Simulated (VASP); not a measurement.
A run of VASP 6.6.1 is set up as follows.

The input INCAR:

```
PREC     = Accurate       # precision mode
ENCUT    = 520            # plane-wave cutoff, eV
EDIFF    = 1E-6           # SCF threshold, eV
ISMEAR   = 0              # smearing method
SIGMA    = 0.1            # smearing width, eV
LREAL    = False          # projectors in reciprocal space
LASPH    = True           # aspherical terms in the spheres
NELM     = 60             # most SCF steps
ALGO     = Normal         # electronic algorithm
ISIF     = 2              # what is computed and relaxed
LWAVE    = False          # write WAVECAR
LCHARG   = True           # write CHGCAR
GGA      = PE             # functional
LELF     = True           # ELF
LVHAR    = True         
NBANDS   = 15             # bands
```

File KPOINTS:

```
regular mesh
0
Gamma
  6 6 6
```

Contents of POSCAR:

```
CaO
1.0
    3.1570786000      0.0000000000      0.0000000000
   -1.5785393000      2.7341102700      0.0000000000
    0.0000000000      0.0000000000      3.0736291200
Ca O
1 1
Direct
    0.3333333300      0.6666666700      0.5000000000
    0.6666666700      0.3333333300      0.0000000000
```

Potentials or basis: VASP PAW PBE potentials, release 64 (Ca_sv, O).

Run with:

```sh
$ cat potpaw_PBE.64/Ca_sv/POTCAR potpaw_PBE.64/O/POTCAR > POTCAR
$ mpirun -np 1 vasp_std > vasp.out
```

Task: Estimate the pressure.

Result: 6.7 GPa.

Task: Estimate the band gap on the k mesh.

Result: 3.42 eV, direct.

Stress tensor (GPa, compression positive):
```
13.64  0.00  0.00
 0.00 13.64  0.00
 0.00  0.00 -7.16
```

Expect the measured gap to be larger: semilocal functionals such as PBE lack the derivative discontinuity.
